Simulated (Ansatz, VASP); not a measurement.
# Cd in VASP and in Ansatz

```
Cd
1.0
    -2.93703    2.93703    1.49882
     2.93703   -2.93703    1.49882
     2.93703    2.93703   -1.49882
Cd
2
Cartesian
  0.0000 -1.4685 -0.3747
  0.0000 1.4685 0.3747
```

Alike in both runs: task single point; functional PBE; k mesh 14 × 14 × 14; occupations fermi-dirac, width 0.1 eV; no spin polarisation.

|  | VASP | Ansatz |
| --- | --- | --- |
| version | VASP 6.6.1 | Ansatz 0.2.0 |
| potentials or method | VASP PAW PBE potentials, release 64 (Cd), cutoff 520 eV | all-electron LAPW, scalar-relativistic |

```tsv
	VASP	Ansatz	Ansatz less VASP
pressure (GPa)	0.2	0.0	-0.19
traceless stress, the component that is largest in VASP (GPa)	0.05	0.03	-0.024
```

Ansatz ran all-electron here, and VASP with PAW potentials.
